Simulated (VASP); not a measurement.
# PIr2 (Fm-3m) in VASP: a series of runs, part 2 of 2

VASP 6.6.1.

## Step 4: Single point, LDA (14.41 Å³/atom)

This run uses another cell than the first one, of 14.41 Å³/atom.

File INCAR:

```
SYSTEM = PIr2
PREC = Accurate
ENCUT = 520
EDIFF = 1E-7
ISMEAR = -1
SIGMA = 0.05
LREAL = .FALSE.
LASPH = .TRUE.
NELM = 80
ALGO = Normal
ISIF = 2
LWAVE = .FALSE.
LCHARG = .FALSE.
NBANDS = 18
```

File KPOINTS:

```
regular mesh
0
G
  11 11 11
  0 0 0
```

File POSCAR:

```
PIr2
1.0
    0.0000000000      2.7858283487      2.7858283487
    2.7858283487      0.0000000000      2.7858283487
    2.7858283487      2.7858283487      0.0000000000
P Ir
1 2
Direct
    0.0000000000      0.0000000000      0.0000000000
    0.2500000000      0.2500000000      0.2500000000
    0.7500000000      0.7500000000      0.7500000000
```

Potentials or basis: VASP PAW LDA potentials, release 64 (P, Ir).

Launch:

```console
$ cat potpaw_LDA.64/P/POTCAR potpaw_LDA.64/Ir/POTCAR > POTCAR
$ mpirun -np 1 vasp_std > vasp.out
```

OUTCAR:

```text
SYSTEM = PIr2
   PREC = Accurate
   ENCUT = 520
   EDIFF = 1E-7
   ISMEAR = -1
   LREAL = .FALSE.
   LASPH = .TRUE.
   NELM = 80
   ISIF = 2

 ion  position               nearest neighbor table
   1  0.000  0.000  0.000-   3 2.41   3 2.41   3 2.41   2 2.41   3 2.41   2 2.41   2 2.41   2 2.41

   2  0.250  0.250  0.250-   1 2.41   1 2.41   1 2.41   1 2.41   3 2.79   3 2.79   3 2.79   3 2.79
                             3 2.79   3 2.79
   3  0.750  0.750  0.750-   1 2.41   1 2.41   1 2.41   1 2.41   2 2.79   2 2.79   2 2.79   2 2.79
                             2 2.79   2 2.79

  LATTYP: Found a face centered cubic cell.
 ALAT       =     5.5716566974

  Lattice vectors:

 A1 = (   0.0000000000,   2.7858283487,   2.7858283487)
 A2 = (   2.7858283487,   0.0000000000,   2.7858283487)
 A3 = (   2.7858283487,   2.7858283487,   0.0000000000)

Analysis of symmetry for initial positions (statically):
=====================================================================
 Subroutine PRICEL returns:
 Original cell was already a primitive cell.

 Routine SETGRP: Setting up the symmetry group for a
 face centered cubic supercell.

 Subroutine GETGRP returns: Found 48 space group operations
 (whereof 48 operations were pure point group operations)
 out of a pool of 48 trial point group operations.

The static configuration has the point symmetry O_h .

Analysis of symmetry for dynamics (positions and initial velocities):
=====================================================================
 Subroutine PRICEL returns:
 Original cell was already a primitive cell.

 Routine SETGRP: Setting up the symmetry group for a
 face centered cubic supercell.

 Subroutine GETGRP returns: Found 48 space group operations
 (whereof 48 operations were pure point group operations)
 out of a pool of 48 trial point group operations.

The dynamic configuration has the point symmetry O_h .

 Subroutine INISYM returns: Found 48 space group operations
 (whereof 48 operations are pure point group operations),
 and found     1 'primitive' translations

----------------------------------------------------------------------------------------

                                     Primitive cell

  volume of cell :      43.2407

  direct lattice vectors                    reciprocal lattice vectors
     0.000000000  2.785828349  2.785828349    -0.179479831  0.179479831  0.179479831
     2.785828349  0.000000000  2.785828349     0.179479831 -0.179479831  0.179479831
     2.785828349  2.785828349  0.000000000     0.179479831  0.179479831 -0.179479831

  length of vectors
     3.939756233  3.939756233  3.939756233     0.310868185  0.310868185  0.310868185

  position of ions in fractional coordinates (direct lattice)
     0.000000000  0.000000000  0.000000000
     0.250000000  0.250000000  0.250000000
     0.750000000  0.750000000  0.750000000

  ion indices of the primitive-cell ions
   primitive index   ion index
                 1           1
                 2           2
                 3           3

----------------------------------------------------------------------------------------

 KPOINTS: regular mesh

Automatic generation of k-mesh.
 Grid dimensions read from file:
 generate k-points for:   11   11   11

 Generating k-lattice:

  Cartesian coordinates                     Fractional coordinates (reciprocal lattice)
    -0.016316348  0.016316348  0.016316348     0.090909091  0.000000000  0.000000000
     0.016316348 -0.016316348  0.016316348     0.000000000  0.090909091  0.000000000
     0.016316348  0.016316348 -0.016316348     0.000000000  0.000000000  0.090909091

  Length of vectors
     0.028260744  0.028260744  0.028260744

  Shift w.r.t. Gamma in fractional coordinates (k-lattice)
     0.000000000  0.000000000  0.000000000

 Subroutine IBZKPT returns following result:
 ===========================================

 Found     56 irreducible k-points:

 Following reciprocal coordinates:
            Coordinates               Weight
  0.000000  0.000000  0.000000      1.000000
  0.090909  0.000000  0.000000      8.000000
  0.181818  0.000000  0.000000      8.000000
  0.272727  0.000000  0.000000      8.000000
  0.363636  0.000000  0.000000      8.000000
  0.454545  0.000000  0.000000      8.000000
[... 16 lines left out ...]
 -0.272727  0.181818  0.000000     24.000000
 -0.181818  0.181818  0.000000     12.000000
 [... further k-points ...]
   k-points           NKPTS =     56   k-points in BZ     NKDIM =     56   number of bands    NBANDS=     18
   number of dos      NEDOS =    301   number of ions     NIONS =      3
   total plane-waves  NPLWV =  27000
   dimension x,y,z NGX =    30 NGY =   30 NGZ =   30
   dimension x,y,z NGXF=    60 NGYF=   60 NGZF=   60
   ions per type =               1   2
   NGX,Y,Z   is equivalent  to a cutoff of  12.66, 12.66, 12.66 a.u.
   NGXF,Y,Z  is equivalent  to a cutoff of  25.32, 25.32, 25.32 a.u.
 SYSTEM =  PIr2
   PREC   = accura    normal or accurate (medium, high low for compatibility)
   ISTART =      0    job   : 0-new  1-cont  2-samecut
   ICHARG =      2    charge: 1-file 2-atom 10-const
   ISPIN  =      1    spin polarized calculation?
   LNONCOLLINEAR =      F non collinear calculations
   LSORBIT =      F    spin-orbit coupling
   LASPH  =      T    aspherical Exc in radial PAW
   ENCUT  =  520.0 eV  38.22 Ry    6.18 a.u.   7.33  7.33  7.33*2*pi/ulx,y,z
   NELM   =     80;   NELMIN=  2; NELMDL= -5     # of ELM steps
   EDIFF  = 0.1E-06   stopping-criterion for ELM
   LREAL  =      F    real-space projection
   EDIFFG = 0.1E-05   stopping-criterion for IOM
   NSW    =      0    number of steps for IOM
   IBRION =     -1    ionic relax: 0-MD 1-quasi-New 2-CG
   NFREE  =      0    steps in history (QN), initial steepest desc. (CG)
   ISIF   =      2    stress and relaxation
   ISYM   =      2    0-nonsym 1-usesym 2-fastsym
   POTIM  = 0.5000    time-step for ionic-motion
   TEBEG  =    0.0;   TEEND  =   0.0 temperature during run
   PSTRESS=    0.0 pullay stress
   NELECT =      23.0000    total number of electrons
   NUPDOWN=      -1.0000    fix difference up-down
   EMIN   =  10.00;   EMAX   =-10.00  energy-range for DOS
   EFERMI =   0.00;   METHOD = LEGACY
   ISMEAR =    -1;   SIGMA  =   0.05  broadening in eV -4-tet -1-fermi 0-gaus
   EFERMI_NEDOS =   21; number of points for ismear=-14 and -15
   IALGO  =     38    algorithm
   IMIX   =      4    mixing-type and parameters
     AMIX     =   0.40;   BMIX     =  1.00
     AMIX_MAG =   1.60;   BMIX_MAG =  1.00
  volume/ion in A,a.u.               =      14.41        97.27
  Fermi-wavevector in a.u.,A,eV,Ry     =   1.326436  2.506601 23.938546  1.759433
  Thomas-Fermi vector in A             =   2.455823
   LORBIT       =      0    0 simple, 1 ext, 2 COOP (PROOUT), +10 PAW based schemes
   GGA     = CA    functional components
   LHFCALC =     F    Hartree Fock is set to
   AEXX    =    0.0000 exact exchange contribution
   IVDW    =     0    specifies the selected vdW correction
   LEPSILON=     F    determine dielectric tensor
   LRPA    =     F    only Hartree local field effects (RPA)
 non-spin polarized calculation
  energy-cutoff  :      520.00
  volume of cell :       43.24
 maximum number of plane-waves:      1211
 NGX is ok and might be reduce to    30
   NGX = 15   NGY = 15   NGZ = 15

 number of electron      22.9999998 magnetization

 Free energy of the ion-electron system (eV)
  ---------------------------------------------------
  ext. energy  EPLUGINS =         0.00000000
  ---------------------------------------------------
  free energy    TOTEN  =       -28.00635147 eV

  energy without entropy =      -28.00058008  energy(sigma->0) =      -28.00346578

 E-fermi :   9.6155     XC(G=0): -13.0236

 val. band max:        9.5913904391   @ k =   0.2727   0.0000   0.0000
 cond. band min:       9.6257894022   @ k =   0.3636   0.2727   0.0909
 fundamental gap:      0.0343989631
 Fermi energy:         9.6154582206

 k-point     1 :       0.0000    0.0000    0.0000
  band No.  band energies     occupation
      1      -4.7237      2.00000
      2       2.1442      2.00000
      3       2.1442      2.00000
      4       2.1442      2.00000
      5       3.7482      2.00000
      6       3.7482      2.00000
[... 481 lines left out ...]
      5       4.3999      2.00000
      6       4.8769      2.00000
[... 10 lines left out ...]
     17      16.3926      0.00000
     18      18.5751      0.00000

 [... further k-points ...]

------------------------ aborting loop because EDIFF is reached ----------------------------------------

  FORCE on cell =-STRESS in cart. coord.  units (eV):
  Direction    XX          YY          ZZ          XY          YZ          ZX
  --------------------------------------------------------------------------------------
  -------------------------------------------------------------------------------------
  Total       -2.3317058     -2.3317058     -2.3317058      0.0000000     -0.0000000      0.0000000
  in kB      -86.3955330    -86.3955330    -86.3955330      0.0000000     -0.0000000      0.0000000
  external PRESSURE =     -86.3955330 kB  Pullay stress =       0.0000000 kB

 VOLUME and BASIS-vectors are now :
 -----------------------------------------------------------------------------
  energy-cutoff  :      520.00
  volume of cell :       43.24
      direct lattice vectors                 reciprocal lattice vectors
     0.000000000  2.785828349  2.785828349    -0.179479831  0.179479831  0.179479831
     2.785828349  0.000000000  2.785828349     0.179479831 -0.179479831  0.179479831
     2.785828349  2.785828349  0.000000000     0.179479831  0.179479831 -0.179479831

 POSITION                                       TOTAL-FORCE (eV/Angst)
 -----------------------------------------------------------------------------------
      0.00000      0.00000      0.00000        -0.000000      0.000000     -0.000000
      1.39291      1.39291      1.39291         0.000000     -0.000000      0.000000
      4.17874      4.17874      4.17874        -0.000000     -0.000000     -0.000000
 -----------------------------------------------------------------------------------
    total drift:                               -0.000000      0.000000      0.000000

  FREE ENERGIE OF THE ION-ELECTRON SYSTEM (eV)
  ---------------------------------------------------
  free  energy   TOTEN  =       -28.0063514681 eV

  energy  without entropy=      -28.0005800847  energy(sigma->0) =      -28.00346578
```

Run time: 41 s. Hardware: 1 thread of Intel Xeon Platinum 8488C (Sapphire Rapids), shared host; peak memory 0.17 GiB.

Results:

```yaml
Free_energy: -28.0064 eV
Pressure: -8.6 GPa
Band_gap_on_the_k_mesh: zero (an odd number of electrons rules out a gap without spin polarisation)
```

Levels at points of the mesh, in eV from the Fermi level:
```tsv
k point	band 8	band 9	band 10	band 11	band 12	band 13	band 14	band 15	band 16	band 17
(0.00, 0.00, 0.00)	-0.59	-0.59	0.30	1.48	1.48	4.26	4.26	4.26	4.92	4.92
```

Caveat: the cell stands under tension; spin-orbit coupling is left out, which moves the levels of the heavy elements.

## Step 5: Single point, LDA (14.98 Å³/atom)

This run uses another cell than the first one, of 14.98 Å³/atom.

File INCAR:

```
SYSTEM = PIr2
ALGO = Normal
EDIFF = 1E-7
ENCUT = 520
ISIF = 2
ISMEAR = -1
LASPH = .True.
LCHARG = .False.
LREAL = .False.
LWAVE = .False.
NBANDS = 18
NELM = 80
PREC = Accurate
SIGMA = 0.05
```

File KPOINTS:

```
k-points
0
Gamma
  11 11 11
  0 0 0
```

File POSCAR:

```
PIr2
1.0
    0.0000000000      2.8217784860      2.8217784860
    2.8217784860      0.0000000000      2.8217784860
    2.8217784860      2.8217784860      0.0000000000
P Ir
1 2
Direct
    0.0000000000      0.0000000000      0.0000000000
    0.2500000000      0.2500000000      0.2500000000
    0.7500000000      0.7500000000      0.7500000000
```

Potentials or basis: VASP PAW LDA potentials, release 64 (P, Ir).

Launch:

```console
$ cat potpaw_LDA.64/P/POTCAR potpaw_LDA.64/Ir/POTCAR > POTCAR
$ mpirun -np 1 vasp_std > vasp.out
```

OUTCAR:

```text
SYSTEM = PIr2
   EDIFF = 1E-7
   ENCUT = 520
   ISIF = 2
   ISMEAR = -1
   LASPH = .True.
   LREAL = .False.
   NELM = 80
   PREC = Accurate

 ion  position               nearest neighbor table
   1  0.000  0.000  0.000-   3 2.44   3 2.44   3 2.44   2 2.44   3 2.44   2 2.44   2 2.44   2 2.44

   2  0.250  0.250  0.250-   1 2.44   1 2.44   1 2.44   1 2.44   3 2.82   3 2.82   3 2.82   3 2.82
                             3 2.82   3 2.82
   3  0.750  0.750  0.750-   1 2.44   1 2.44   1 2.44   1 2.44   2 2.82   2 2.82   2 2.82   2 2.82
                             2 2.82   2 2.82

  LATTYP: Found a face centered cubic cell.
 ALAT       =     5.6435569720

  Lattice vectors:

 A1 = (   0.0000000000,   2.8217784860,   2.8217784860)
 A2 = (   2.8217784860,   0.0000000000,   2.8217784860)
 A3 = (   2.8217784860,   2.8217784860,   0.0000000000)

Analysis of symmetry for initial positions (statically):
=====================================================================
 Subroutine PRICEL returns:
 Original cell was already a primitive cell.

 Routine SETGRP: Setting up the symmetry group for a
 face centered cubic supercell.

 Subroutine GETGRP returns: Found 48 space group operations
 (whereof 48 operations were pure point group operations)
[... 170 lines left out ...]
 fundamental gap:      0.0230245018
 Fermi energy:         9.0226843178

 k-point     1 :       0.0000    0.0000    0.0000
  band No.  band energies     occupation
      1      -4.9706      2.00000
      2       1.9016      2.00000
      3       1.9016      2.00000
      4       1.9017      2.00000
      5       3.4800      2.00000
      6       3.4800      2.00000
[... 481 lines left out ...]
      5       4.0973      2.00000
      6       4.5519      2.00000
[... 10 lines left out ...]
     17      15.5174      0.00000
     18      17.7191      0.00000

 [... further k-points ...]

------------------------ aborting loop because EDIFF is reached ----------------------------------------

  FORCE on cell =-STRESS in cart. coord.  units (eV):
  Direction    XX          YY          ZZ          XY          YZ          ZX
  --------------------------------------------------------------------------------------
  -------------------------------------------------------------------------------------
  Total       -5.0897784     -5.0897784     -5.0897784     -0.0000000     -0.0000000     -0.0000000
  in kB     -181.4724503   -181.4724503   -181.4724503     -0.0000000     -0.0000000     -0.0000000
  external PRESSURE =    -181.4724503 kB  Pullay stress =       0.0000000 kB

 VOLUME and BASIS-vectors are now :
 -----------------------------------------------------------------------------
  energy-cutoff  :      520.00
  volume of cell :       44.94
      direct lattice vectors                 reciprocal lattice vectors
     0.000000000  2.821778486  2.821778486    -0.177193214  0.177193214  0.177193214
     2.821778486  0.000000000  2.821778486     0.177193214 -0.177193214  0.177193214
     2.821778486  2.821778486  0.000000000     0.177193214  0.177193214 -0.177193214

 POSITION                                       TOTAL-FORCE (eV/Angst)
 -----------------------------------------------------------------------------------
      0.00000      0.00000      0.00000        -0.000000      0.000000     -0.000000
      1.41089      1.41089      1.41089         0.000000     -0.000000      0.000000
      4.23267      4.23267      4.23267        -0.000000     -0.000000      0.000000
 -----------------------------------------------------------------------------------
    total drift:                               -0.000000      0.000000      0.000000

  FREE ENERGIE OF THE ION-ELECTRON SYSTEM (eV)
  ---------------------------------------------------
  free  energy   TOTEN  =       -27.8633756164 eV

  energy  without entropy=      -27.8574185187  energy(sigma->0) =      -27.86039707
```

OSZICAR:

```text
N       E                     dE             d eps       ncg     rms          rms(c)
DAV:   1     0.186333796919E+03    0.18633E+03   -0.10056E+04  2016   0.118E+03
DAV:   2    -0.186282251551E+02   -0.20496E+03   -0.19294E+03  2016   0.338E+02
DAV:   3    -0.287335872485E+02   -0.10105E+02   -0.98593E+01  2614   0.796E+01
DAV:   4    -0.289562891728E+02   -0.22270E+00   -0.22189E+00  2472   0.117E+01
DAV:   5    -0.289612215612E+02   -0.49324E-02   -0.49300E-02  2478   0.167E+00    0.214E+01
DAV:   6    -0.279806471691E+02    0.98057E+00   -0.27629E+00  2688   0.190E+01    0.792E+00
DAV:   7    -0.278925068559E+02    0.88140E-01   -0.10319E-01  2542   0.293E+00    0.435E+00
DAV:   8    -0.278644590819E+02    0.28048E-01   -0.47113E-02  2134   0.120E+00    0.694E-01
DAV:   9    -0.278635080076E+02    0.95107E-03   -0.31509E-03  2378   0.415E-01    0.438E-01
DAV:  10    -0.278633845937E+02    0.12341E-03   -0.65329E-04  2498   0.263E-01    0.645E-02
DAV:  11    -0.278633787618E+02    0.58320E-05   -0.48155E-05  2602   0.778E-02    0.281E-02
DAV:  12    -0.278633757310E+02    0.30308E-05   -0.35706E-06  2670   0.152E-02    0.831E-03
DAV:  13    -0.278633756110E+02    0.11997E-06   -0.92000E-07  2238   0.528E-03    0.181E-03
DAV:  14    -0.278633756164E+02   -0.54431E-08   -0.21788E-08  1098   0.139E-03
   1 F= -.27863376E+02 E0= -.27860397E+02  d E =-.595710E-02
```

Run time: 50 s. Hardware: 1 thread of Intel Xeon Platinum 8488C (Sapphire Rapids), shared host; peak memory 0.18 GiB.

What came out:

```yaml
Free_energy: -27.8634 eV
Pressure: -18.1 GPa
Band_gap_on_the_k_mesh: zero (an odd number of electrons rules out a gap without spin polarisation)
```

Levels at points of the mesh, in eV from the Fermi level:
```csv
k point,band 8,band 9,band 10,band 11,band 12,band 13,band 14,band 15,band 16,band 17
"(0.00, 0.00, 0.00)",-0.56,-0.56,0.20,1.37,1.37,4.08,4.08,4.08,4.84,4.84
```

Caveat: the cell stands under tension; spin-orbit coupling is left out, which moves the levels of the heavy elements.

## Step 6: The runs side by side

| cell | gap on the mesh (eV) | pressure (GPa) |
| --- | --- | --- |
| a = 3.861 Å, angles 60.0°, 3 atoms | none | 10.7 |
| a = 3.901 Å, angles 60.0°, 3 atoms | none | 0.2 |
| a = 3.940 Å, angles 60.0°, 3 atoms | none | -8.6 |
| a = 3.991 Å, angles 60.0°, 3 atoms | none | -18.1 |

Alike in all rows: task single point; level LDA; potentials or basis VASP PAW LDA potentials, release 64 (P, Ir); no spin polarisation; k mesh 11 × 11 × 11; cutoff (eV) 520; smearing fermi-dirac 0.05 eV.

Caveats: spin-orbit coupling is left out, which moves the levels of the heavy elements; the cell stands under tension (at least some runs); the cell stands under pressure (at least some runs).

Total energies depend on the potentials used, so only differences within one code and one set of settings carry meaning.
